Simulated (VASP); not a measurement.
# NaCl (R-3m) in VASP: notebook

NaCl is run at these levels: PBE, r2SCAN, HSE06; tasks: single point.

All numbers are computed with VASP 6.6.1; they aren't measurements. Logs are shortened: lines on timing, memory, paths and dates and some standing lists are left out, and cuts for length are marked.

### Step 1. The cell of the first run

The structure is trigonal, space group R-3m (No. 166). Conventional cell: a = 4.893 Å, b = 4.893 Å, c = 5.754 Å, α = 90.00°, β = 90.00°, γ = 120.00°. Within 3.8 Å of Na (site symmetry -3m) lie 8 Cl at 2.88 to 2.98 Å and 6 Na at 3.41 Å. Cl (site symmetry -3m) has 8 Na at 2.88 to 2.98 Å and 6 Cl at 3.41 Å within 3.8 Å.

### Step 2. Single point, PBE (strain along [111] -4.0%)

Input file INCAR:

```
PREC = Accurate ; ENCUT = 520
EDIFF = 1E-6 ; ISMEAR = -1
SIGMA = 0.02 ; LREAL = False
LASPH = True ; NELM = 100
ALGO = Normal ; ISIF = 2
LWAVE = False ; LCHARG = False
GGA = PE ; NBANDS = 14
```

Input file KPOINTS:

```
Automatic mesh
0
Gamma
  8 8 8
```

Input file POSCAR:

```
NaCl
1.0
    3.4137645164     -0.0457813233     -0.0457813233
   -0.0457813233      3.4137645164     -0.0457813233
   -0.0457813233     -0.0457813233      3.4137645164
Na Cl
1 1
Direct
    0.0000000000      0.0000000000      0.0000000000
    0.5000000000      0.5000000000      0.5000000000
```

Potentials or basis: VASP PAW PBE potentials, release 64 (Na_pv, Cl).

On the command line:

```
> cat potpaw_PBE.64/Na_pv/POTCAR potpaw_PBE.64/Cl/POTCAR > POTCAR
> mpirun -np 1 vasp_std > vasp.out
```

OUTCAR:

```text
PREC = Accurate
   ENCUT = 520
   EDIFF = 1E-6
   ISMEAR = -1
   LREAL = False
   LASPH = True
   NELM = 100
   ISIF = 2
   GGA = PE

 ion  position               nearest neighbor table
   1  0.000  0.000  0.000-
   2  0.500  0.500  0.500-

  LATTYP: Found a trigonal (rhomboedric) cell.
 ALAT       =     3.4143784255
 COS(alpha) =    -0.0266321767

  Lattice vectors:

 A1 = (   3.4137645164,  -0.0457813233,  -0.0457813233)
 A2 = (  -0.0457813233,   3.4137645164,  -0.0457813233)
 A3 = (  -0.0457813233,  -0.0457813233,   3.4137645164)

Analysis of symmetry for initial positions (statically):
=====================================================================
 Subroutine PRICEL returns:
 Original cell was already a primitive cell.

 Routine SETGRP: Setting up the symmetry group for a
 trigonal (rhombohedral) supercell.

 Subroutine GETGRP returns: Found 12 space group operations
 (whereof 12 operations were pure point group operations)
 out of a pool of 12 trial point group operations.

The static configuration has the point symmetry D_3d.

Analysis of symmetry for dynamics (positions and initial velocities):
=====================================================================
 Subroutine PRICEL returns:
 Original cell was already a primitive cell.

 Routine SETGRP: Setting up the symmetry group for a
 trigonal (rhombohedral) supercell.

 Subroutine GETGRP returns: Found 12 space group operations
 (whereof 12 operations were pure point group operations)
 out of a pool of 12 trial point group operations.

The dynamic configuration has the point symmetry D_3d.

 Subroutine INISYM returns: Found 12 space group operations
 (whereof 12 operations are pure point group operations),
 and found     1 'primitive' translations

----------------------------------------------------------------------------------------

                                     Primitive cell

  volume of cell :      39.7616

  direct lattice vectors                    reciprocal lattice vectors
     3.413764516 -0.045781323 -0.045781323     0.293038584  0.003983302  0.003983302
    -0.045781323  3.413764516 -0.045781323     0.003983302  0.293038584  0.003983302
    -0.045781323 -0.045781323  3.413764516     0.003983302  0.003983302  0.293038584

  length of vectors
     3.414378426  3.414378426  3.414378426     0.293092725  0.293092725  0.293092725

  position of ions in fractional coordinates (direct lattice)
     0.000000000  0.000000000  0.000000000
     0.500000000  0.500000000  0.500000000

[... 81 lines left out ...]
   NFREE  =      0    steps in history (QN), initial steepest desc. (CG)
   ISIF   =      2    stress and relaxation
   ISYM   =      2    0-nonsym 1-usesym 2-fastsym
   POTIM  = 0.5000    time-step for ionic-motion
   TEBEG  =    0.0;   TEEND  =   0.0 temperature during run
   PSTRESS=    0.0 pullay stress
   NELECT =      14.0000    total number of electrons
   NUPDOWN=      -1.0000    fix difference up-down
   EMIN   =  10.00;   EMAX   =-10.00  energy-range for DOS
   EFERMI =   0.00;   METHOD = LEGACY
   ISMEAR =    -1;   SIGMA  =   0.02  broadening in eV -4-tet -1-fermi 0-gaus
   EFERMI_NEDOS =   21; number of points for ismear=-14 and -15
   IALGO  =     38    algorithm
   IMIX   =      4    mixing-type and parameters
     AMIX     =   0.40;   BMIX     =  1.00
     AMIX_MAG =   1.60;   BMIX_MAG =  1.00
  volume/ion in A,a.u.               =      19.88       134.16
  Fermi-wavevector in a.u.,A,eV,Ry     =   1.156013  2.184548 18.182369  1.336366
  Thomas-Fermi vector in A             =   2.292637
   LORBIT       =      0    0 simple, 1 ext, 2 COOP (PROOUT), +10 PAW based schemes
   GGA     = PE    functional components
   LHFCALC =     F    Hartree Fock is set to
   AEXX    =    0.0000 exact exchange contribution
   IVDW    =     0    specifies the selected vdW correction
   LEPSILON=     F    determine dielectric tensor
   LRPA    =     F    only Hartree local field effects (RPA)
 non-spin polarized calculation
  energy-cutoff  :      520.00
  volume of cell :       39.76
 maximum number of plane-waves:      1092
 NGX is ok and might be reduce to    28
   NGX = 13   NGY = 13   NGZ = 13

 number of electron      14.0000012 magnetization

 Free energy of the ion-electron system (eV)
  ---------------------------------------------------
  ext. energy  EPLUGINS =         0.00000000
  ---------------------------------------------------
  free energy    TOTEN  =        -6.44362213 eV

  energy without entropy =       -6.44362213  energy(sigma->0) =       -6.44362213

 E-fermi :   1.4317     XC(G=0):  -8.7704

 val. band max:        0.9792848052   @ k =   0.5000   0.5000   0.0000
 cond. band min:       5.2428899389   @ k =   0.0000   0.0000   0.0000
 fundamental gap:      4.2636051336
 Fermi energy:         1.4316513344

 k-point     1 :       0.0000    0.0000    0.0000
  band No.  band energies     occupation
      1     -21.0185      2.00000
      2     -21.0185      2.00000
      3     -21.0124      2.00000
      4     -12.6754      2.00000
      5       0.3482      2.00000
      6       0.4686      2.00000
      7       0.4686      2.00000
      8       5.2429      0.00000
      9       9.4796      0.00000
     10       9.4796      0.00000
     11      16.9544      0.00000
     12      17.2142      0.00000
     13      17.2144      0.00000
     14      17.2182      0.00000
[... 377 lines left out ...]
      1     -21.0606      2.00000
      2     -21.0205      2.00000
      3     -21.0171      2.00000
      4     -12.2073      2.00000
      5      -1.8376      2.00000
      6       0.1585      2.00000
      7       0.3310      2.00000
      8       8.2956      0.00000
      9      10.1633      0.00000
     10      10.9670      0.00000
     11      12.6117      0.00000
     12      13.8818      0.00000
     13      15.5336      0.00000
     14      17.2407      0.00000

 [... further k-points ...]
[... 5 lines left out ...]
  --------------------------------------------------------------------------------------
  -------------------------------------------------------------------------------------
  Total        0.6287668      0.6287668      0.6287668      0.0175452      0.0175452      0.0175452
  in kB       25.3358786     25.3358786     25.3358786      0.7069776      0.7069776      0.7069776
  external PRESSURE =      25.3358786 kB  Pullay stress =       0.0000000 kB

 VOLUME and BASIS-vectors are now :
 -----------------------------------------------------------------------------
  energy-cutoff  :      520.00
  volume of cell :       39.76
      direct lattice vectors                 reciprocal lattice vectors
     3.413764516 -0.045781323 -0.045781323     0.293038584  0.003983302  0.003983302
    -0.045781323  3.413764516 -0.045781323     0.003983302  0.293038584  0.003983302
    -0.045781323 -0.045781323  3.413764516     0.003983302  0.003983302  0.293038584

 POSITION                                       TOTAL-FORCE (eV/Angst)
 -----------------------------------------------------------------------------------
      0.00000      0.00000      0.00000        -0.000000     -0.000000      0.000000
      1.66110      1.66110      1.66110         0.000000      0.000000      0.000000
 -----------------------------------------------------------------------------------
    total drift:                               -0.000000      0.000000      0.000000

  FREE ENERGIE OF THE ION-ELECTRON SYSTEM (eV)
  ---------------------------------------------------
  free  energy   TOTEN  =        -6.4436221273 eV

  energy  without entropy=       -6.4436221273  energy(sigma->0) =       -6.44362213
```

stdout:

```text
POSCAR found type information on POSCAR NaCl
 POSCAR found :  2 types and       2 ions
 scaLAPACK will be used
 LDA part: xc-table for (Slater+PW92), standard interpolation
 POSCAR, INCAR and KPOINTS ok, starting setup
 FFT: planning ... GRIDC
 FFT: planning ... GRID_SOFT
 FFT: planning ... GRID
 WAVECAR not read
 entering main loop
```

It took 17 s on 1 thread of Intel Xeon 6975P-C, shared host; peak memory 0.17 GiB.

Results:

* Free energy: -6.4436 eV
* Pressure: 2.5 GPa
* Band gap on the k mesh: 4.26 eV, indirect (least direct gap 4.77 eV)

Stress tensor (GPa, compression positive):
```
2.53 0.07 0.07
0.07 2.53 0.07
0.07 0.07 2.53
```

Levels at points of the mesh, in eV from the valence-band top:
```
           k point  band 5  band 6  band 7  band 8  band 9  band 10
(0.00, 0.00, 0.00)   -0.63   -0.51   -0.51    4.26    8.50     8.50
(0.50, 0.00, 0.00)   -3.29   -0.34   -0.25    7.18    9.12    10.46
(0.50, 0.50, 0.00)   -2.57   -2.49    0.00    5.54   10.03    11.41
(0.50, 0.50, 0.50)   -2.11   -2.11   -2.04    7.00    7.00     7.40
```

Caveat: the cell differs from its parent crystal (strain along [111] -4.0%).

### Step 3. Single point, r2SCAN (strain along [111] -4.0%)

POSCAR is that of step 2.

Input file INCAR.step1:

```
SYSTEM = NaCl
PREC = Accurate ; ENCUT = 520
ISMEAR = 0 ; SIGMA = 0.01
LREAL = .FALSE. ; LASPH = .TRUE.
NELM = 80 ; NBANDS = 14
GGA = PE ; ALGO = Normal
EDIFF = 1E-4 ; LWAVE = .TRUE.
LCHARG = .FALSE.
```

Input file INCAR.step2:

```
SYSTEM = NaCl
PREC = Accurate ; ENCUT = 520
EDIFF = 1E-7 ; ISMEAR = 0
SIGMA = 0.01 ; LREAL = .FALSE.
LASPH = .TRUE. ; NELM = 80
ALGO = Normal ; ISIF = 2
LWAVE = .FALSE. ; LCHARG = .TRUE.
METAGGA = R2SCAN ; LMIXTAU = .TRUE.
LELF = .TRUE. ; LVHAR = .TRUE.
NBANDS = 14 ; ISTART = 1
```

Input file KPOINTS:

```
regular mesh
0
G
  8 8 8
  0 0 0
```

Potentials or basis: VASP PAW PBE potentials, release 64 (Na_pv, Cl).

On the command line:

```
> cat potpaw_PBE.64/Na_pv/POTCAR potpaw_PBE.64/Cl/POTCAR > POTCAR
> cp INCAR.step1 INCAR
> mpirun -np 1 vasp_std > vasp.out
> cp INCAR.step2 INCAR
> mpirun -np 1 vasp_std > vasp.out
```

OUTCAR:

```text
SYSTEM = NaCl
   PREC = Accurate
   ENCUT = 520
   EDIFF = 1E-7
   ISMEAR = 0
   LREAL = .FALSE.
   LASPH = .TRUE.
   NELM = 80
   ISIF = 2
   METAGGA = R2SCAN
   ISTART = 1

 ion  position               nearest neighbor table
   1  0.000  0.000  0.000-
   2  0.500  0.500  0.500-

  LATTYP: Found a trigonal (rhomboedric) cell.
 ALAT       =     3.4143784255
 COS(alpha) =    -0.0266321767

  Lattice vectors:

 A1 = (   3.4137645164,  -0.0457813233,  -0.0457813233)
 A2 = (  -0.0457813233,   3.4137645164,  -0.0457813233)
 A3 = (  -0.0457813233,  -0.0457813233,   3.4137645164)

Analysis of symmetry for initial positions (statically):
=====================================================================
 Subroutine PRICEL returns:
 Original cell was already a primitive cell.

 Routine SETGRP: Setting up the symmetry group for a
 trigonal (rhombohedral) supercell.

 Subroutine GETGRP returns: Found 12 space group operations
 (whereof 12 operations were pure point group operations)
 out of a pool of 12 trial point group operations.

The static configuration has the point symmetry D_3d.

[... 174 lines left out ...]
      5      -0.0572      2.00000
      6       0.0657      2.00000
      7       0.0657      2.00000
      8       5.7109      0.00000
      9       9.6907      0.00000
     10       9.6907      0.00000
     11      17.3169      0.00000
     12      17.5801      0.00000
     13      17.5801      0.00000
     14      18.1009      0.00000
[... 377 lines left out ...]
      1     -22.2098      2.00000
      2     -22.1723      2.00000
      3     -22.1686      2.00000
      4     -13.1785      2.00000
      5      -2.2465      2.00000
      6      -0.2374      2.00000
      7      -0.0749      2.00000
      8       8.7468      0.00000
      9      10.6055      0.00000
     10      11.2639      0.00000
     11      12.9796      0.00000
     12      14.3807      0.00000
     13      15.9153      0.00000
     14      17.5646      0.00000

 [... further k-points ...]

------------------------ aborting loop because EDIFF is reached ----------------------------------------

  FORCE on cell =-STRESS in cart. coord.  units (eV):
  Direction    XX          YY          ZZ          XY          YZ          ZX
  --------------------------------------------------------------------------------------
  -------------------------------------------------------------------------------------
  Total        0.2915435      0.2915435      0.2915435      0.0228220      0.0228220      0.0228220
  in kB       11.7476172     11.7476172     11.7476172      0.9196008      0.9196008      0.9196008
  external PRESSURE =      11.7476172 kB  Pullay stress =       0.0000000 kB

 VOLUME and BASIS-vectors are now :
 -----------------------------------------------------------------------------
  energy-cutoff  :      520.00
  volume of cell :       39.76
      direct lattice vectors                 reciprocal lattice vectors
     3.413764516 -0.045781323 -0.045781323     0.293038584  0.003983302  0.003983302
    -0.045781323  3.413764516 -0.045781323     0.003983302  0.293038584  0.003983302
    -0.045781323 -0.045781323  3.413764516     0.003983302  0.003983302  0.293038584

 POSITION                                       TOTAL-FORCE (eV/Angst)
 -----------------------------------------------------------------------------------
      0.00000      0.00000      0.00000        -0.000000      0.000000      0.000000
      1.66110      1.66110      1.66110         0.000000     -0.000000     -0.000000
 -----------------------------------------------------------------------------------
    total drift:                               -0.000000      0.000000      0.000000

  FREE ENERGIE OF THE ION-ELECTRON SYSTEM (eV)
  ---------------------------------------------------
  free  energy   TOTEN  =       -13.4605182845 eV

  energy  without entropy=      -13.4605182845  energy(sigma->0) =      -13.46051828
```

OSZICAR.step1:

```text
N       E                     dE             d eps       ncg     rms          rms(c)
DAV:   1     0.104972152231E+03    0.10497E+03   -0.71461E+03  1826   0.104E+03
DAV:   2     0.144110142881E+01   -0.10353E+03   -0.94490E+02  2088   0.284E+02
DAV:   3    -0.656265993746E+01   -0.80038E+01   -0.79587E+01  2294   0.729E+01
DAV:   4    -0.668082596488E+01   -0.11817E+00   -0.11812E+00  2120   0.932E+00
DAV:   5    -0.668331818767E+01   -0.24922E-02   -0.24921E-02  2384   0.140E+00    0.242E+00
DAV:   6    -0.647209603565E+01    0.21122E+00   -0.27742E-01  2324   0.345E+00    0.172E+00
DAV:   7    -0.644363887284E+01    0.28457E-01   -0.91308E-02  2502   0.188E+00    0.118E+00
DAV:   8    -0.644382460159E+01   -0.18573E-03   -0.10323E-02  2030   0.944E-01    0.451E-01
DAV:   9    -0.644356796660E+01    0.25663E-03   -0.49112E-04  2306   0.170E-01    0.186E-01
DAV:  10    -0.644362501386E+01   -0.57047E-04   -0.19620E-04  2090   0.112E-01
   1 F= -.64436250E+01 E0= -.64436250E+01  d E =-.141879E-23
```

Run time: 85 s. Hardware: 1 thread of Intel Xeon 6975P-C, shared host; peak memory 0.18 GiB.

Results:

| Item | Value |
| --- | --- |
| Free energy | -13.4605 eV |
| Pressure | 1.2 GPa |
| Band gap on the k mesh | 5.12 eV, indirect (least direct gap 5.65 eV) |

Caveat: the cell differs from its parent crystal (strain along [111] -4.0%); the PAW data sets were made with another functional, which shifts forces and pressure a little. A k mesh can miss the band edges.

### Step 4. Single point, HSE06 (strain along [111] -4.0%)

POSCAR is that of step 3.

Input file INCAR.step1:

```
PREC     = Accurate       # precision mode
ENCUT    = 520            # plane-wave cutoff, eV
EDIFF    = 1E-5           # SCF threshold, eV
ISMEAR   = 0              # smearing method
SIGMA    = 0.01           # smearing width, eV
LREAL    = F              # projectors in reciprocal space
LASPH    = T              # aspherical terms in the spheres
NELM     = 80             # most SCF steps
ALGO     = Normal         # electronic algorithm
ISIF     = 2              # what is computed and relaxed
LWAVE    = T              # write WAVECAR
LCHARG   = F              # write CHGCAR
NBANDS   = 14             # bands
GGA      = PE             # functional
```

Input file INCAR.step2:

```
PREC     = Accurate       # precision mode
ENCUT    = 520            # plane-wave cutoff, eV
EDIFF    = 1E-7           # SCF threshold, eV
ISMEAR   = 0              # smearing method
SIGMA    = 0.01           # smearing width, eV
LREAL    = F              # projectors in reciprocal space
LASPH    = T              # aspherical terms in the spheres
NELM     = 80             # most SCF steps
ALGO     = Normal         # electronic algorithm
ISIF     = 2              # what is computed and relaxed
LWAVE    = F              # write WAVECAR
LCHARG   = F              # write CHGCAR
GGA      = PE             # functional
LHFCALC  = T              # exact exchange
HFSCREEN = 0.2079         # screening, 1/A
PRECFOCK = Normal       
NBANDS   = 14             # bands
ISTART   = 1
```

Input file KPOINTS:

```
regular mesh
0
Gamma
  6 6 6
```

On the command line:

```
> cat potpaw_PBE.64/Na_pv/POTCAR potpaw_PBE.64/Cl/POTCAR > POTCAR
> cp INCAR.step1 INCAR
> mpirun -np 1 vasp_std > vasp.out
> cp INCAR.step2 INCAR
> mpirun -np 1 vasp_std > vasp.out
```

Wall time 52 min (1 thread of Intel Xeon Platinum 8375C at 2.90GHz (Ice Lake), shared host); peak memory 0.27 GiB.

The run converged. Its results:

| Quantity | Value |
| --- | --- |
| Free energy | -7.5429 eV |
| Pressure | 1.9 GPa |
| Band gap on the k mesh | 5.59 eV, indirect (least direct gap 6.14 eV) |

Levels at points of the mesh, in eV from the valence-band top:
```tsv
k point	band 3	band 4	band 5	band 6	band 7	band 8	band 9	band 10	band 11	band 12
(0.00, 0.00, 0.00)	-24.15	-14.93	-0.68	-0.55	-0.55	5.59	9.85	9.85	17.78	17.97
(0.50, 0.00, 0.00)	-24.14	-14.46	-3.52	-0.37	-0.27	8.55	10.68	11.91	13.59	13.68
(0.50, 0.50, 0.00)	-24.14	-14.11	-2.78	-2.69	0.00	6.85	11.50	12.98	13.30	14.26
(0.50, 0.50, 0.50)	-24.17	-13.75	-2.28	-2.28	-2.20	8.32	8.32	8.74	13.94	18.24
```

Caveat: the cell differs from its parent crystal (strain along [111] -4.0%); the PAW data sets were made with another functional, which shifts forces and pressure a little.

### Step 5. Summary

| level | k mesh | smearing | grid for exact exchange (PRECFOCK) | screening parameter | gap on the mesh (eV) | pressure (GPa) |
| --- | --- | --- | --- | --- | --- | --- |
| PBE | 8 × 8 × 8 | fermi-dirac 0.02 eV | - | - | 4.26 | 2.5 |
| r2SCAN | 8 × 8 × 8 | gaussian 0.01 eV | - | - | 5.12 | 1.2 |
| HSE06 | 6 × 6 × 6 | gaussian 0.01 eV | Normal | 0.2079 1/Å | 5.59 | 1.9 |

Alike in all rows: task single point; potentials or basis VASP PAW PBE potentials, release 64 (Na_pv, Cl); no spin polarisation; cell as given; cutoff (eV) 520.

Caveats: the PAW data sets were made with another functional, which shifts forces and pressure a little (some runs).

Total energies depend on the potentials used, so only differences within one code and one set of settings carry meaning.
